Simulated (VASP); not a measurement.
Here is a VASP 6.6.1 calculation.

INCAR

```
SYSTEM = Eu
  ALGO = Normal
  EDIFF = 1E-8
  ENCUT = 520
  GGA = PE
  ISIF = 2
  ISMEAR = -1
  ISPIN = 2
  LASPH = .True.
  LCHARG = .False.
  LEFG = .True.
  LMAXMIX = 6
  LORBIT = 11
  LREAL = .False.
  LWAVE = .False.
  MAGMOM = 7
  NBANDS = 18
  NELM = 150
  PREC = Accurate
  SIGMA = 0.05
```

KPOINTS

```
k-points
0
Gamma
  13 13 13
  0 0 0
```

The input POSCAR:

```
Eu
1.0
   -2.2755000000      2.2755000000      2.2755000000
    2.2755000000     -2.2755000000      2.2755000000
    2.2755000000      2.2755000000     -2.2755000000
Eu
1
Direct
    0.0000000000      0.0000000000      0.0000000000
```

Potentials or basis: VASP PAW PBE potentials, release 64 (Eu).

Command:

```bash
$ cat potpaw_PBE.64/Eu/POTCAR > POTCAR
$ mpirun -np 1 vasp_std > vasp.out
```

Task: What does it give for the net moment?

Result: 7.35 μB per cell.

Task: Estimate the pressure.

Result: -1.5 GPa.

Task: What does it give for the site moments?

Result: Eu +6.70 μB.

 The state reached can hang on the start; a lower one may exist.
